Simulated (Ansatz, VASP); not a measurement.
# Bi in VASP and in Ansatz

INCAR

```
PREC = Accurate
ENCUT = 520
EDIFF = 1E-6
ISMEAR = -1
SIGMA = 0.08
LREAL = F
LASPH = T
NELM = 80
ALGO = Normal
ISIF = 2
LWAVE = F
LCHARG = T
GGA = CA
LELF = T
LVHAR = T
NBANDS = 38
```

File KPOINTS:

```
Automatic mesh
0
Gamma
  12 7 7
```

POSCAR

```
Bi
1.0
   -1.7294386708      2.9954756465      0.0000000000
    0.0000000000      0.0000000000      5.6736239478
    5.1883160125      2.9954756464      0.0000000000
Bi
4
Direct
    0.5000000000      0.2500000000      0.1666666670
    0.0000000000      0.2500000000      0.6666666670
    0.0000000000      0.7500000000      0.3333333330
    0.5000000000      0.7500000000      0.8333333330
```

Input for Ansatz:

```yaml
crystal:
  lattice:
    - [-1.7294386708, 2.9954756465, 0.0]
    - [0.0, 0.0, 5.6736239478]
    - [5.1883160125, 2.9954756464, 0.0]
  atoms:
    - { symbol: Bi, position: [0.5, 0.25, 0.166666667] }
    - { symbol: Bi, position: [0.0, 0.25, 0.666666667] }
    - { symbol: Bi, position: [0.0, 0.75, 0.333333333] }
    - { symbol: Bi, position: [0.5, 0.75, 0.833333333] }
kpoints:
  mp_grid: { grid: [12, 7, 7] }
scf:
  occupations: { method: fermi_dirac, width: 0.08 }
hamiltonian:
  xc: lda
  pseudopotentials: { kind: paw }
output:
  forces: true
  stress: true
  eigenvalues: true
```

Alike in both runs: task single point; functional LDA; k mesh 12 × 7 × 7; occupations fermi-dirac, width 0.08 eV; no spin polarisation.

|  | VASP | Ansatz |
| --- | --- | --- |
| version | VASP 6.6.1 | Ansatz 0.2.0 |
| potentials or method | VASP PAW LDA potentials, release 64 (Bi_d) | PAW with Ansatz's default frozen-core files, scalar-relativistic |
| plane-wave cutoff (eV) | 520 | 420 |
| valence electrons in the cell | 60 | 60 |

|  | VASP | Ansatz | Ansatz less VASP |
| --- | --- | --- | --- |
| pressure (GPa) | 0.1 | 0.1 | -0.09 |
| traceless stress, the component that is largest in VASP (GPa) | 0.28 | 0.30 | +0.018 |
| rms of the force components (eV/Å) | 0.008 | 0.008 | 0.0000 |

LDA's correlation is that of Perdew and Zunger in VASP and of Perdew and Wang (1992) in Ansatz. Atom by atom the forces differ by 0.000 eV/Å (rms over components).

Neither program's run includes spin-orbit coupling.
